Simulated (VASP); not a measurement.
# GaN in VASP: further runs

The runs below take GaN through single point, with PBE, r2SCAN.

Everything below comes from runs of VASP 6.6.1. Logs are shortened: lines on timing, memory, paths and dates and some standing lists are left out, and cuts for length are marked.

### 1 The cell of the first run

Symmetry: P6_3/mmc, No. 194, hexagonal system. Conventional cell: a = 3.300 Å, b = 3.300 Å, c = 4.770 Å, α = 90.00°, β = 90.00°, γ = 120.00°. Ga (site symmetry -6m2) has 5 N at 1.91 to 2.39 Å within 2.5 Å. N (site symmetry -6m2) has 5 Ga at 1.91 to 2.39 Å within 2.5 Å.

### 2 Single point, PBE (uniaxial z strain +0.3%)

File INCAR:

```
SYSTEM = GaN
PREC = Accurate
ENCUT = 520
EDIFF = 1E-6
ISMEAR = -1
SIGMA = 0.02
LREAL = .False.
LASPH = .True.
NELM = 60
ALGO = Normal
ISIF = 2
LWAVE = .False.
LCHARG = .False.
GGA = PE
NBANDS = 26
```

File KPOINTS:

```
Automatic mesh
0
Gamma
  12 12 6
  0 0 0
```

File POSCAR:

```
GaN
1.0
    3.3000346668      0.0000000000      0.0000000000
   -1.6500173334      2.8579138548      0.0000000000
    0.0000000000      0.0000000000      4.7701428634
Ga N
2 2
Direct
    0.3333333333      0.6666666667      0.2500000000
    0.6666666667      0.3333333333      0.7500000000
    0.6666666667      0.3333333333      0.2500000000
    0.3333333333      0.6666666667      0.7500000000
```

Potentials or basis: VASP PAW PBE potentials, release 64 (Ga_d, N).

The run is started by

```
> cat potpaw_PBE.64/Ga_d/POTCAR potpaw_PBE.64/N/POTCAR > POTCAR
> mpirun -np 1 vasp_std > vasp.out
```

OUTCAR:

```text
SYSTEM = GaN
   PREC = Accurate
   ENCUT = 520
   EDIFF = 1E-6
   ISMEAR = -1
   LREAL = .False.
   LASPH = .True.
   NELM = 60
   ISIF = 2
   GGA = PE

 ion  position               nearest neighbor table
   1  0.333  0.667  0.250-   3 1.91   3 1.91   3 1.91
   2  0.667  0.333  0.750-   4 1.91   4 1.91   4 1.91
   3  0.667  0.333  0.250-   1 1.91   1 1.91   1 1.91
   4  0.333  0.667  0.750-   2 1.91   2 1.91   2 1.91

  LATTYP: Found a hexagonal cell.
 ALAT       =     3.3000346668
 C/A-ratio  =     1.4454826525

  Lattice vectors:

 A1 = (   3.3000346668,   0.0000000000,   0.0000000000)
 A2 = (  -1.6500173334,   2.8579138548,   0.0000000000)
 A3 = (   0.0000000000,   0.0000000000,   4.7701428634)

Analysis of symmetry for initial positions (statically):
=====================================================================
 Subroutine PRICEL returns:
 Original cell was already a primitive cell.

 Routine SETGRP: Setting up the symmetry group for a
 hexagonal supercell.

 Subroutine GETGRP returns: Found 24 space group operations
 (whereof 12 operations were pure point group operations)
 out of a pool of 24 trial point group operations.

The static configuration has the point symmetry D_3d.
 The point group associated with its full space group is D_6h.

Analysis of symmetry for dynamics (positions and initial velocities):
=====================================================================
 Subroutine PRICEL returns:
 Original cell was already a primitive cell.

 Routine SETGRP: Setting up the symmetry group for a
 hexagonal supercell.

 Subroutine GETGRP returns: Found 24 space group operations
 (whereof 12 operations were pure point group operations)
 out of a pool of 24 trial point group operations.

The dynamic configuration has the point symmetry D_3d.
 The point group associated with its full space group is D_6h.

 Subroutine INISYM returns: Found 24 space group operations
 (whereof 12 operations are pure point group operations),
 and found     1 'primitive' translations

----------------------------------------------------------------------------------------

                                     Primitive cell

  volume of cell :      44.9882

  direct lattice vectors                    reciprocal lattice vectors
     3.300034667  0.000000000  0.000000000     0.303027120  0.174952789  0.000000000
    -1.650017333  2.857913855  0.000000000     0.000000000  0.349905578  0.000000000
     0.000000000  0.000000000  4.770142863     0.000000000  0.000000000  0.209637327

  length of vectors
     3.300034667  3.300034667  4.770142863     0.349905578  0.349905578  0.209637327

  position of ions in fractional coordinates (direct lattice)
     0.333333333  0.666666667  0.250000000
     0.666666667  0.333333333  0.750000000
     0.666666667  0.333333333  0.250000000
     0.333333333  0.666666667  0.750000000

  ion indices of the primitive-cell ions
   primitive index   ion index
                 1           1
                 2           2
                 3           3
                 4           4

----------------------------------------------------------------------------------------

 KPOINTS: Automatic mesh

Automatic generation of k-mesh.
 Grid dimensions read from file:
 generate k-points for:   12   12    6

 Generating k-lattice:

  Cartesian coordinates                     Fractional coordinates (reciprocal lattice)
     0.025252260  0.014579399  0.000000000     0.083333333  0.000000000  0.000000000
     0.000000000  0.029158798  0.000000000     0.000000000  0.083333333  0.000000000
     0.000000000  0.000000000  0.034939555     0.000000000  0.000000000  0.166666667

  Length of vectors
     0.029158798  0.029158798  0.034939555

  Shift w.r.t. Gamma in fractional coordinates (k-lattice)
     0.000000000  0.000000000  0.000000000

 Subroutine IBZKPT returns following result:
 ===========================================

 Found     76 irreducible k-points:

 Following reciprocal coordinates:
            Coordinates               Weight
  0.000000  0.000000  0.000000      1.000000
  0.083333  0.000000  0.000000      6.000000
  0.166667 -0.000000  0.000000      6.000000
  0.250000 -0.000000  0.000000      6.000000
  0.333333 -0.000000  0.000000      6.000000
  0.416667 -0.000000  0.000000      6.000000
[... 16 lines left out ...]
  0.250000 -0.000000  0.166667     12.000000
  0.333333 -0.000000  0.166667     12.000000
 [... further k-points ...]
   k-points           NKPTS =     76   k-points in BZ     NKDIM =     76   number of bands    NBANDS=     26
   number of dos      NEDOS =    301   number of ions     NIONS =      4
   total plane-waves  NPLWV =  28224
   dimension x,y,z NGX =    28 NGY =   28 NGZ =   36
   dimension x,y,z NGXF=    56 NGYF=   56 NGZF=   72
   ions per type =               2   2
   NGX,Y,Z   is equivalent  to a cutoff of  14.11, 14.11, 12.55 a.u.
   NGXF,Y,Z  is equivalent  to a cutoff of  28.21, 28.21, 25.09 a.u.
 SYSTEM =  GaN
   PREC   = accura    normal or accurate (medium, high low for compatibility)
   ISTART =      0    job   : 0-new  1-cont  2-samecut
   ICHARG =      2    charge: 1-file 2-atom 10-const
   ISPIN  =      1    spin polarized calculation?
   LNONCOLLINEAR =      F non collinear calculations
   LSORBIT =      F    spin-orbit coupling
   LASPH  =      T    aspherical Exc in radial PAW
   ENCUT  =  520.0 eV  38.22 Ry    6.18 a.u.   6.14  6.14  8.87*2*pi/ulx,y,z
   NELM   =     60;   NELMIN=  2; NELMDL= -5     # of ELM steps
   EDIFF  = 0.1E-05   stopping-criterion for ELM
   LREAL  =      F    real-space projection
[... 7 lines left out ...]
   TEBEG  =    0.0;   TEEND  =   0.0 temperature during run
   PSTRESS=    0.0 pullay stress
   NELECT =      36.0000    total number of electrons
   NUPDOWN=      -1.0000    fix difference up-down
   EMIN   =  10.00;   EMAX   =-10.00  energy-range for DOS
   EFERMI =   0.00;   METHOD = LEGACY
   ISMEAR =    -1;   SIGMA  =   0.02  broadening in eV -4-tet -1-fermi 0-gaus
   EFERMI_NEDOS =   21; number of points for ismear=-14 and -15
   IALGO  =     38    algorithm
   IMIX   =      4    mixing-type and parameters
     AMIX     =   0.40;   BMIX     =  1.00
     AMIX_MAG =   1.60;   BMIX_MAG =  1.00
  volume/ion in A,a.u.               =      11.25        75.90
  Fermi-wavevector in a.u.,A,eV,Ry     =   1.519880  2.872157 31.429941  2.310035
  Thomas-Fermi vector in A             =   2.628806
   LORBIT       =      0    0 simple, 1 ext, 2 COOP (PROOUT), +10 PAW based schemes
   GGA     = PE    functional components
   LHFCALC =     F    Hartree Fock is set to
   AEXX    =    0.0000 exact exchange contribution
   IVDW    =     0    specifies the selected vdW correction
   LEPSILON=     F    determine dielectric tensor
   LRPA    =     F    only Hartree local field effects (RPA)
 non-spin polarized calculation
  energy-cutoff  :      520.00
  volume of cell :       44.99
 maximum number of plane-waves:      1232
 NGX is ok and might be reduce to    28
   NGX = 13   NGY = 13   NGZ = 17

 number of electron      35.9999988 magnetization

 Free energy of the ion-electron system (eV)
  ---------------------------------------------------
  ext. energy  EPLUGINS =         0.00000000
  ---------------------------------------------------
  free energy    TOTEN  =       -23.36035229 eV

  energy without entropy =      -23.36035229  energy(sigma->0) =      -23.36035229

 E-fermi :   6.5109     XC(G=0): -11.7836

 val. band max:        6.1017314481   @ k =   0.0000   0.0000   0.0000
 cond. band min:       7.5436930166   @ k =   0.0000   0.0000   0.0000
 fundamental gap:      1.4419615685
 Fermi energy:         6.5108665516

 k-point     1 :       0.0000    0.0000    0.0000
  band No.  band energies     occupation
      1     -10.6149      2.00000
      2      -9.6961      2.00000
      3      -8.0898      2.00000
      4      -8.0898      2.00000
      5      -8.0812      2.00000
      6      -8.0812      2.00000
[... 18 lines left out ...]
     25      16.4390      0.00000
     26      18.5276      0.00000

 k-point     2 :       0.0833    0.0000    0.0000
  band No.  band energies     occupation
      1     -10.5451      2.00000
      2      -9.6713      2.00000
      3      -8.0919      2.00000
      4      -8.0740      2.00000
      5      -8.0733      2.00000
      6      -8.0655      2.00000
[... 18 lines left out ...]
     25      16.6804      0.00000
     26      17.8566      0.00000

 k-point     3 :       0.1667   -0.0000    0.0000
  band No.  band energies     occupation
      1     -10.3518      2.00000
      2      -9.6076      2.00000
      3      -8.0857      2.00000
      4      -8.0478      2.00000
      5      -8.0289      2.00000
      6      -8.0210      2.00000
[... 18 lines left out ...]
     25      16.7598      0.00000
     26      17.3493      0.00000

 k-point     4 :       0.2500   -0.0000    0.0000
  band No.  band energies     occupation
      1     -10.0868      2.00000
      2      -9.5318      2.00000
      3      -8.0572      2.00000
      4      -7.9930      2.00000
      5      -7.9695      2.00000
      6      -7.9582      2.00000
[... 18 lines left out ...]
     25      16.7763      0.00000
     26      18.3235      0.00000
[... 496 lines left out ...]
      1     -10.2629      2.00000
      2      -9.6129      2.00000
      3      -8.0899      2.00000
      4      -8.0558      2.00000
      5      -8.0403      2.00000
      6      -8.0283      2.00000
[... 18 lines left out ...]
     25      16.1413      0.00000
     26      16.9820      0.00000

 k-point    23 :       0.2500   -0.0000    0.1667
  band No.  band energies     occupation
      1     -10.0089      2.00000
      2      -9.5274      2.00000
      3      -8.0612      2.00000
      4      -8.0091      2.00000
      5      -7.9866      2.00000
      6      -7.9669      2.00000
[... 18 lines left out ...]
     25      16.6644      0.00000
     26      17.7997      0.00000

 k-point    24 :       0.3333   -0.0000    0.1667
  band No.  band energies     occupation
      1      -9.7697      2.00000
      2      -9.4584      2.00000
      3      -8.0323      2.00000
      4      -7.9888      2.00000
      5      -7.9551      2.00000
      6      -7.9285      2.00000
[... 18 lines left out ...]
     25      17.7721      0.00000
     26      18.3745      0.00000

 [... further k-points ...]

------------------------ aborting loop because EDIFF is reached ----------------------------------------

  FORCE on cell =-STRESS in cart. coord.  units (eV):
  Direction    XX          YY          ZZ          XY          YZ          ZX
  --------------------------------------------------------------------------------------
  -------------------------------------------------------------------------------------
  Total        1.8792660      1.8792660      1.3207150      0.0000000     -0.0000000      0.0000000
  in kB       66.9267634     66.9267634     47.0349481      0.0000000     -0.0000000      0.0000000
  external PRESSURE =      60.2961583 kB  Pullay stress =       0.0000000 kB

 VOLUME and BASIS-vectors are now :
 -----------------------------------------------------------------------------
  energy-cutoff  :      520.00
  volume of cell :       44.99
      direct lattice vectors                 reciprocal lattice vectors
     3.300034667  0.000000000  0.000000000     0.303027120  0.174952789  0.000000000
    -1.650017333  2.857913855  0.000000000     0.000000000  0.349905578  0.000000000
     0.000000000  0.000000000  4.770142863     0.000000000  0.000000000  0.209637327

 POSITION                                       TOTAL-FORCE (eV/Angst)
 -----------------------------------------------------------------------------------
     -0.00000      1.90528      1.19254        -0.000000      0.000000      0.000000
      1.65002      0.95264      3.57761        -0.000000     -0.000000      0.000000
      1.65002      0.95264      1.19254         0.000000     -0.000000      0.000000
     -0.00000      1.90528      3.57761        -0.000000      0.000000      0.000000
 -----------------------------------------------------------------------------------
    total drift:                                0.000000     -0.000000     -0.000000

  FREE ENERGIE OF THE ION-ELECTRON SYSTEM (eV)
  ---------------------------------------------------
  free  energy   TOTEN  =       -23.3603522857 eV

  energy  without entropy=      -23.3603522857  energy(sigma->0) =      -23.36035229
```

Wall time 2 min (1 thread of Intel Xeon 8259CL, shared host); peak memory 0.22 GiB.

What came out:

| Property | Result |
| --- | --- |
| Free energy | -23.3604 eV |
| Pressure | 6.0 GPa |
| Band gap on the k mesh | 1.44 eV |

Stress tensor (GPa, compression positive):
```
6.69 0.00 0.00
0.00 6.69 0.00
0.00 0.00 4.70
```

Caveat: the cell differs from its parent crystal (uniaxial z strain +0.3%); the cell stands under pressure.

### 3 Single point, r2SCAN (uniaxial z strain +0.3%)

POSCAR is that of step 2.

File INCAR.step1:

```
SYSTEM = GaN
  PREC = Accurate
  ENCUT = 520
  ISMEAR = 0
  SIGMA = 0.01
  LREAL = .False.
  LASPH = .True.
  NELM = 100
  NBANDS = 26
  GGA = PE
  ALGO = Normal
  EDIFF = 1E-4
  LWAVE = .True.
  LCHARG = .False.
```

File INCAR.step2:

```
SYSTEM = GaN
  PREC = Accurate
  ENCUT = 520
  EDIFF = 1E-6
  ISMEAR = 0
  SIGMA = 0.01
  LREAL = .False.
  LASPH = .True.
  NELM = 100
  ALGO = Normal
  ISIF = 2
  LWAVE = .False.
  LCHARG = .False.
  METAGGA = R2SCAN
  LMIXTAU = .True.
  NBANDS = 26
  ISTART = 1
```

File KPOINTS:

```
regular mesh
0
Gamma
  12 12 6
  0 0 0
```

Potentials or basis: VASP PAW PBE potentials, release 64 (Ga_d, N).

The run is started by

```
> cat potpaw_PBE.64/Ga_d/POTCAR potpaw_PBE.64/N/POTCAR > POTCAR
> cp INCAR.step1 INCAR
> mpirun -np 1 vasp_std > vasp.out
> cp INCAR.step2 INCAR
> mpirun -np 1 vasp_std > vasp.out
```

Wall time 6.9 min (1 thread of Intel Xeon 8259CL, shared host); peak memory 0.22 GiB.

Results (log left out):

* Free energy: -42.8228 eV
* Pressure: 0.6 GPa
* Band gap on the k mesh: 1.86 eV

Stress tensor (GPa, compression positive):
```
 1.09  0.00  0.00
 0.00  1.09  0.00
 0.00  0.00 -0.47
```

Levels at points of the mesh, in eV from the valence-band top:
```csv
k point,band 14,band 15,band 16,band 17,band 18,band 19,band 20,band 21,band 22,band 23
"(0.00, 0.00, 0.00)",-2.11,-2.11,-0.92,-0.92,0.00,1.86,2.56,8.96,8.96,10.39
"(0.50, 0.00, 0.00)",-6.06,-4.07,-4.03,-2.20,-1.96,3.80,5.55,7.14,8.81,10.50
"(0.00, 0.00, 0.50)",-3.51,-1.50,-1.50,-1.50,-1.50,4.02,4.02,8.58,8.58,9.37
"(0.50, 0.00, 0.50)",-7.54,-3.20,-3.20,-1.21,-1.21,4.80,4.80,6.90,6.90,9.98
```

Caveat: the cell differs from its parent crystal (uniaxial z strain +0.3%); the PAW data sets were made with another functional, which shifts forces and pressure a little.

### 4 Single point, PBE (uniaxial x strain -3.4%)

File INCAR:

```
PREC = Accurate
ENCUT = 520
EDIFF = 1E-6
ISMEAR = -1
SIGMA = 0.02
LREAL = False
LASPH = True
NELM = 60
ALGO = Normal
ISIF = 2
LWAVE = False
LCHARG = False
GGA = PE
NBANDS = 26
```

File KPOINTS:

```
regular mesh
0
Gamma
  12 12 6
```

File POSCAR:

```
GaN
1.0
    3.1884934950      0.0000000000      0.0000000000
   -1.5942467475      2.8579138548      0.0000000000
    0.0000000000      0.0000000000      4.7558752377
Ga N
2 2
Direct
    0.3347358203      0.6694716406      0.2500000000
    0.6652641797      0.3305283594      0.7500000000
    0.6631285464      0.3262570928      0.2500000000
    0.3368714536      0.6737429072      0.7500000000
```

The run is started by

```
> cat potpaw_PBE.64/Ga_d/POTCAR potpaw_PBE.64/N/POTCAR > POTCAR
> mpirun -np 1 vasp_std > vasp.out
```

It took 3 min on 1 thread of Intel Xeon 8259CL, shared host; peak memory 0.28 GiB.

The run converged. Its results:

- Free energy: -23.2215 eV
- Pressure: 15.1 GPa
- Largest force: 0.014 eV/Å
- Band gap on the k mesh: 1.79 eV

Forces in eV/Å, atoms in the order of the input:
```
Ga   0.000  0.012  0.000
Ga   0.000 -0.012  0.000
N    0.000 -0.014  0.000
N    0.000  0.014  0.000
```

Stress tensor (GPa, compression positive):
```
21.75  0.00  0.00
 0.00 14.64  0.00
 0.00  0.00  9.03
```

Levels at points of the mesh, in eV from the valence-band top:
```tsv
k point	band 16	band 17	band 18	band 19	band 20	band 21
(0.00, 0.00, 0.00)	-1.02	-0.75	0.00	1.79	2.48	8.49
(0.50, 0.00, 0.00)	-4.02	-2.35	-1.90	3.37	5.17	6.57
(0.00, 0.50, 0.00)	-3.78	-2.03	-2.00	4.08	5.66	6.64
(0.00, 0.00, 0.50)	-1.62	-1.28	-1.28	3.84	3.84	8.07
(0.50, 0.00, 0.50)	-3.33	-1.24	-1.24	4.42	4.42	6.35
(0.00, 0.50, 0.50)	-2.95	-1.16	-1.16	4.54	4.54	6.62
```

Caveat: the cell differs from its parent crystal (uniaxial x strain -3.4%); the cell stands under pressure.

### 5 Overview

```csv
level,cell,smearing,gap on the mesh (eV),pressure (GPa)
PBE,"a = 3.300, b = 3.300, c = 4.770 Å, angles 90.0, 90.0, 120.0°, 4 atoms, uniaxial z strain +0.3%",fermi-dirac 0.02 eV,1.44,6.0
r2SCAN,"a = 3.300, b = 3.300, c = 4.770 Å, angles 90.0, 90.0, 120.0°, 4 atoms, uniaxial z strain +0.3%",gaussian 0.01 eV,1.86,0.6
PBE,"a = 3.188, b = 3.273, c = 4.756 Å, angles 90.0, 90.0, 119.2°, 4 atoms, uniaxial x strain -3.4%",fermi-dirac 0.02 eV,1.79,15.1
```

Alike in all rows: task single point; potentials or basis VASP PAW PBE potentials, release 64 (Ga_d, N); no spin polarisation; k mesh 12 × 12 × 6; cutoff (eV) 520.

Caveats: the cell stands under pressure (at least some runs); the PAW data sets were made with another functional, which shifts forces and pressure a little (at least some runs).

Total energies depend on the potentials used, so only differences within one code and one set of settings carry meaning.
